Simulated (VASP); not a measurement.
# MnPt2 (P-3m1) in VASP: further runs

The runs below take MnPt2 through single point, with r2SCAN.

Everything below comes from runs of VASP 6.6.1. Logs are shortened: lines on timing, memory, paths and dates and some standing lists are left out, and cuts for length are marked.

**1. The cell of the first run**

The structure is trigonal, space group P-3m1 (No. 164). The conventional cell has a = 2.858 Å, b = 2.858 Å, c = 6.533 Å, α = 90.00°, β = 90.00°, γ = 120.00°. Pt (site symmetry 3m) has 3 Mn at 2.64 Å and 9 Pt at 2.86 to 2.91 Å within 3.5 Å. Within 3.5 Å of Mn (site symmetry -3m) lie 6 Pt at 2.64 Å and 6 Mn at 2.86 Å.

**2. Single point, r2SCAN, collinear spin, ferromagnetic start**

File POSCAR:

```
MnPt2
1.0
    2.8584044518      0.0000000000      0.0000000000
   -1.4292022259      2.4754508696      0.0000000000
    0.0000000000      0.0000000000      6.5325040000
Pt Mn
2 1
Direct
    0.6666666667      0.3333333333      0.3162060000
    0.3333333333      0.6666666667      0.6837940000
    0.0000000000      0.0000000000      0.0000000000
```

File INCAR.step1:

```
  PREC = Accurate
  ENCUT = 520
  ISMEAR = -1
  SIGMA = 0.05
  LREAL = F
  LASPH = T
  NELM = 150
  ISPIN = 2
  MAGMOM = 0 0 4
  LMAXMIX = 4
  NBANDS = 28
  GGA = PE
  ALGO = Normal
  EDIFF = 1E-4
  LWAVE = T
  LCHARG = F
```

File INCAR.step2:

```
  PREC = Accurate
  ENCUT = 520
  EDIFF = 1E-6
  ISMEAR = -1
  SIGMA = 0.05
  LREAL = F
  LASPH = T
  NELM = 150
  ALGO = Normal
  ISIF = 2
  LWAVE = F
  LCHARG = F
  ISPIN = 2
  MAGMOM = 0 0 4
  LORBIT = 11
  LMAXMIX = 4
  METAGGA = R2SCAN
  LMIXTAU = T
  NBANDS = 28
  ISTART = 1
```

File KPOINTS:

```
Automatic mesh
0
Gamma
  11 11 4
```

Potentials or basis: VASP PAW PBE potentials, release 64 (Pt, Mn_pv).

The run is started by

```bash
cat potpaw_PBE.64/Pt/POTCAR potpaw_PBE.64/Mn_pv/POTCAR > POTCAR
cp INCAR.step1 INCAR
mpirun -np 1 vasp_std > vasp.out
cp INCAR.step2 INCAR
mpirun -np 1 vasp_std > vasp.out
```

OUTCAR:

```text
PREC = Accurate
   ENCUT = 520
   EDIFF = 1E-6
   ISMEAR = -1
   LREAL = F
   LASPH = T
   NELM = 150
   ISIF = 2
   ISPIN = 2
   LORBIT = 11
   METAGGA = R2SCAN
   ISTART = 1

 ion  position               nearest neighbor table
   1  0.667  0.333  0.316-   3 2.64   3 2.64   3 2.64   2 2.91   2 2.91   2 2.91
   2  0.333  0.667  0.684-   3 2.64   3 2.64   3 2.64   1 2.91   1 2.91   1 2.91
   3  0.000  0.000  0.000-   1 2.64   2 2.64   1 2.64   2 2.64   1 2.64   2 2.64

  LATTYP: Found a hexagonal cell.
 ALAT       =     2.8584044518
 C/A-ratio  =     2.2853672775

  Lattice vectors:

 A1 = (   2.8584044518,   0.0000000000,   0.0000000000)
 A2 = (  -1.4292022259,   2.4754508696,   0.0000000000)
 A3 = (   0.0000000000,   0.0000000000,   6.5325040000)

Analysis of symmetry for initial positions (statically):
=====================================================================
 Subroutine PRICEL returns:
 Original cell was already a primitive cell.

 Routine SETGRP: Setting up the symmetry group for a
 hexagonal supercell.

 Subroutine GETGRP returns: Found 12 space group operations
 (whereof 12 operations were pure point group operations)
 out of a pool of 24 trial point group operations.

The static configuration has the point symmetry D_3d.

Analysis of symmetry for dynamics (positions and initial velocities):
=====================================================================
 Subroutine PRICEL returns:
 Original cell was already a primitive cell.

 Routine SETGRP: Setting up the symmetry group for a
 hexagonal supercell.

 Subroutine GETGRP returns: Found 12 space group operations
 (whereof 12 operations were pure point group operations)
 out of a pool of 24 trial point group operations.

The dynamic configuration has the point symmetry D_3d.

Analysis of structural, dynamic, and magnetic symmetry:
=====================================================================
 Subroutine PRICEL returns:
 Original cell was already a primitive cell.

 Routine SETGRP: Setting up the symmetry group for a
 hexagonal supercell.

 Subroutine GETGRP returns: Found 12 space group operations
 (whereof 12 operations were pure point group operations)
 out of a pool of 24 trial point group operations.

The overall configuration has the point symmetry D_3d.

 Subroutine INISYM returns: Found 12 space group operations
 (whereof 12 operations are pure point group operations),
 and found     1 'primitive' translations

[... 121 lines left out ...]
   METAGGA = R2SCAN    functional components
   LHFCALC =     F    Hartree Fock is set to
   AEXX    =    0.0000 exact exchange contribution
   IVDW    =     0    specifies the selected vdW correction
   LEPSILON=     F    determine dielectric tensor
   LRPA    =     F    only Hartree local field effects (RPA)
 spin polarized calculation
  energy-cutoff  :      520.00
  volume of cell :       46.22
 maximum number of plane-waves:      1260
 NGX is ok and might be reduce to    24
   NGX = 11   NGY = 11   NGZ = 25

 number of electron      32.9999989 magnetization       4.8097762

 Free energy of the ion-electron system (eV)
  ---------------------------------------------------
  ext. energy  EPLUGINS =         0.00000000
  ---------------------------------------------------
  free energy    TOTEN  =      -119.09647943 eV

  energy without entropy =     -119.08916909  energy(sigma->0) =     -119.09282426

 E-fermi :   9.5246     XC(G=0): -13.8883

 val. band max:        9.5098863726   @ k =   0.4545   0.0000   0.0000
 cond. band min:       9.5706951474   @ k =   0.3636   0.0909   0.2500
 fundamental gap:      0.0608087748
 Fermi energy:         9.5245909100

 spin component 1

 k-point     1 :       0.0000    0.0000    0.0000
  band No.  band energies     occupation
      1     -42.9512      1.00000
      2     -42.9511      1.00000
      3     -42.9150      1.00000
      4      -0.1699      1.00000
      5       2.2157      1.00000
      6       3.1888      1.00000
[... 733 lines left out ...]
     27      24.0080      0.00000
     28      25.5115      0.00000

 [... further k-points ...]

 spin component 2

 k-point     1 :       0.0000    0.0000    0.0000
  band No.  band energies     occupation
      1     -37.2828      1.00000
      2     -37.2495      1.00000
      3     -37.2493      1.00000
      4      -0.0412      1.00000
      5       2.3173      1.00000
      6       4.1793      1.00000
[... 733 lines left out ...]
     27      24.8282      0.00000
     28      26.1188      0.00000

 [... further k-points ...]

------------------------ aborting loop because EDIFF is reached ----------------------------------------

  FORCE on cell =-STRESS in cart. coord.  units (eV):
  Direction    XX          YY          ZZ          XY          YZ          ZX
  --------------------------------------------------------------------------------------
  -------------------------------------------------------------------------------------
  Total       -0.7276188     -0.7276188     -0.1865716      0.0000000      0.0000000      0.0000000
  in kB      -25.2206801    -25.2206801     -6.4669346      0.0000000      0.0000000      0.0000000
  external PRESSURE =     -18.9694316 kB  Pullay stress =       0.0000000 kB

 VOLUME and BASIS-vectors are now :
 -----------------------------------------------------------------------------
  energy-cutoff  :      520.00
  volume of cell :       46.22
      direct lattice vectors                 reciprocal lattice vectors
     2.858404452  0.000000000  0.000000000     0.349845523  0.201983407  0.000000000
    -1.429202226  2.475450870  0.000000000     0.000000000  0.403966814  0.000000000
     0.000000000  0.000000000  6.532504000     0.000000000  0.000000000  0.153080656

 POSITION                                       TOTAL-FORCE (eV/Angst)
 -----------------------------------------------------------------------------------
      1.42920      0.82515      2.06562         0.000000     -0.000000      0.053706
     -0.00000      1.65030      4.46689        -0.000000      0.000000     -0.053706
      0.00000      0.00000      0.00000        -0.000000      0.000000      0.000000
 -----------------------------------------------------------------------------------
    total drift:                               -0.000000     -0.000000     -0.000000

  FREE ENERGIE OF THE ION-ELECTRON SYSTEM (eV)
  ---------------------------------------------------
  free  energy   TOTEN  =      -119.0964794251 eV

  energy  without entropy=     -119.0891690912  energy(sigma->0) =     -119.09282426

 total charge

# of ion       s       p       d       tot
------------------------------------------
    1        0.653   0.525   8.077   9.255
    2        0.653   0.525   8.077   9.255
    3        0.341   6.267   4.934  11.542
--------------------------------------------------
tot          1.647   7.317  21.088  30.052

 magnetization (x)

# of ion       s       p       d       tot
------------------------------------------
    1       -0.024  -0.017   0.342   0.301
    2       -0.024  -0.017   0.342   0.301
    3        0.021   0.026   4.004   4.052
--------------------------------------------------
tot         -0.027  -0.009   4.689   4.653
```

OUTCAR.step1:

```text
PREC = Accurate
   ENCUT = 520
   ISMEAR = -1
   LREAL = F
   LASPH = T
[... 1734 lines left out ...]
      1.42920      0.82515      2.06562         0.000000     -0.000000      0.033056
     -0.00000      1.65030      4.46689        -0.000000      0.000000     -0.033056
      0.00000      0.00000      0.00000         0.000000      0.000000      0.000000
 -----------------------------------------------------------------------------------
    total drift:                                0.000000     -0.000000     -0.000000

  FREE ENERGIE OF THE ION-ELECTRON SYSTEM (eV)
  ---------------------------------------------------
  free  energy   TOTEN  =       -21.7983039699 eV

  energy  without entropy=      -21.7793594648  energy(sigma->0) =      -21.78883172
```

OSZICAR.step1:

```text
N       E                     dE             d eps       ncg     rms          rms(c)
DAV:   1     0.278715503903E+03    0.27872E+03   -0.16920E+04  6536   0.127E+03
DAV:   2    -0.110193506086E+02   -0.28973E+03   -0.26971E+03  6584   0.344E+02
DAV:   3    -0.231382353044E+02   -0.12119E+02   -0.11800E+02  7272   0.771E+01
DAV:   4    -0.232750307260E+02   -0.13680E+00   -0.13668E+00  7360   0.802E+00
DAV:   5    -0.232774768730E+02   -0.24461E-02   -0.24461E-02  7152   0.111E+00    0.182E+01
DAV:   6    -0.238955629932E+02   -0.61809E+00   -0.12834E+01  7084   0.369E+01    0.203E+01
DAV:   7    -0.222833014461E+02    0.16123E+01   -0.10660E+01  7776   0.434E+01    0.123E+01
DAV:   8    -0.216150179133E+02    0.66828E+00   -0.22682E+00  7304   0.996E+00    0.549E+00
DAV:   9    -0.217577222339E+02   -0.14270E+00   -0.13455E-01  7268   0.291E+00    0.360E+00
DAV:  10    -0.217814175739E+02   -0.23695E-01   -0.11796E-01  7368   0.314E+00    0.173E+00
DAV:  11    -0.217953672373E+02   -0.13950E-01   -0.30592E-02  7120   0.151E+00    0.688E-01
DAV:  12    -0.217975443715E+02   -0.21771E-02   -0.20205E-03  7788   0.449E-01    0.392E-01
DAV:  13    -0.217981365185E+02   -0.59215E-03   -0.63732E-04  7160   0.281E-01    0.167E-01
DAV:  14    -0.217983023271E+02   -0.16581E-03   -0.29684E-04  6840   0.148E-01    0.524E-02
DAV:  15    -0.217983039699E+02   -0.16427E-05   -0.53746E-05  3516   0.851E-02
   1 F= -.21798304E+02 E0= -.21788832E+02  d E =-.189445E-01  mag=     4.5611
```

Wall time 5.6 min (1 thread of Oxide Virtual Turin-like, shared host); peak memory 0.25 GiB.

What came out:

```yaml
Free_energy: -119.0965 eV
Pressure: -1.9 GPa
Largest_force: 0.054 eV/Å
Net_moment: 4.81 μB per cell
Site_moments: Pt +0.30; Mn +4.05 μB
Valence_electrons_inside_the_program's_atomic_spheres: Pt 9.26; Mn 11.54
```

Forces in eV/Å, atoms in the order of the input:
```
Pt   0.000  0.000  0.054
Pt   0.000  0.000 -0.054
Mn   0.000  0.000  0.000
```

Caveat: the PAW data sets were made with another functional, which shifts forces and pressure a little; spin-orbit coupling is left out, which moves the levels of the heavy elements.

**3. Single point, r2SCAN, collinear spin, ferromagnetic start**

This run uses another cell than the first one, of 15.72 Å³/atom.

File POSCAR:

```
MnPt2
1.0
    2.8773348343      0.0000000000      0.0000000000
   -1.4386674171      2.4918450617      0.0000000000
    0.0000000000      0.0000000000      6.5757668767
Pt Mn
2 1
Direct
    0.6666666667      0.3333333333      0.3162060000
    0.3333333333      0.6666666667      0.6837940000
    0.0000000000      0.0000000000      0.0000000000
```

File INCAR.step1:

```
SYSTEM = MnPt2
ALGO = Normal ; EDIFF = 1E-4
ENCUT = 520 ; GGA = PE
ISMEAR = -1 ; ISPIN = 2
LASPH = .TRUE. ; LCHARG = .FALSE.
LMAXMIX = 4 ; LREAL = .FALSE.
LWAVE = .TRUE. ; MAGMOM = 0 0 4
NBANDS = 28 ; NELM = 150
PREC = Accurate ; SIGMA = 0.05
```

File INCAR.step2:

```
SYSTEM = MnPt2
ALGO = Normal ; EDIFF = 1E-6
ENCUT = 520 ; ISIF = 2
ISMEAR = -1 ; ISPIN = 2
ISTART = 1 ; LASPH = .TRUE.
LCHARG = .FALSE. ; LMAXMIX = 4
LMIXTAU = .TRUE. ; LORBIT = 11
LREAL = .FALSE. ; LWAVE = .FALSE.
MAGMOM = 0 0 4 ; METAGGA = R2SCAN
NBANDS = 28 ; NELM = 150
PREC = Accurate ; SIGMA = 0.05
```

File KPOINTS:

```
k-points
0
G
  11 11 4
  0 0 0
```

Potentials or basis: VASP PAW PBE potentials, release 64 (Pt, Mn_pv).

The run is started by

```bash
cat potpaw_PBE.64/Pt/POTCAR potpaw_PBE.64/Mn_pv/POTCAR > POTCAR
cp INCAR.step1 INCAR
mpirun -np 1 vasp_std > vasp.out
cp INCAR.step2 INCAR
mpirun -np 1 vasp_std > vasp.out
```

Run time: 10 min. Hardware: 1 thread of Oxide Virtual Turin-like, shared host; peak memory 0.25 GiB.

The run converged. Its results:

- Free energy: -119.0751 eV
- Pressure: -5.5 GPa
- Largest force: 0.004 eV/Å
- Net moment: 4.82 μB per cell
- Site moments: Pt +0.29; Mn +4.07 μB
- Valence electrons inside the program's atomic spheres: Pt 9.21; Mn 11.52

Forces in eV/Å, atoms in the order of the input:
```
Pt   0.000  0.000  0.004
Pt   0.000  0.000 -0.004
Mn   0.000  0.000  0.000
```

Stress tensor (GPa, compression positive):
```
-6.02  0.00  0.00
 0.00 -6.02  0.00
 0.00  0.00 -4.59
```

Levels at points of the mesh, in eV from the Fermi level:
Spin up:
| k point | band 16 | band 17 | band 18 | band 19 | band 20 | band 21 | band 22 | band 23 |
| --- | --- | --- | --- | --- | --- | --- | --- | --- |
| (0.00, 0.00, 0.00) | -2.16 | -2.16 | -1.29 | -1.29 | -1.22 | -1.22 | 10.25 | 11.18 |
| (0.00, 0.00, 0.50) | -2.42 | -1.92 | -1.92 | -0.52 | -0.52 | 0.32 | 5.90 | 14.99 |
Spin down:
| k point | band 11 | band 12 | band 13 | band 14 | band 15 | band 16 | band 17 | band 18 | band 19 | band 20 |
| --- | --- | --- | --- | --- | --- | --- | --- | --- | --- | --- |
| (0.00, 0.00, 0.00) | -2.71 | -2.59 | -1.95 | -1.95 | -1.05 | -1.05 | 1.43 | 2.04 | 2.04 | 2.95 |
| (0.00, 0.00, 0.50) | -3.09 | -1.70 | -1.70 | -1.47 | -1.47 | 0.36 | 0.97 | 2.10 | 2.10 | 3.07 |

Caveat: the cell stands under tension; the PAW data sets were made with another functional, which shifts forces and pressure a little; spin-orbit coupling is left out, which moves the levels of the heavy elements.
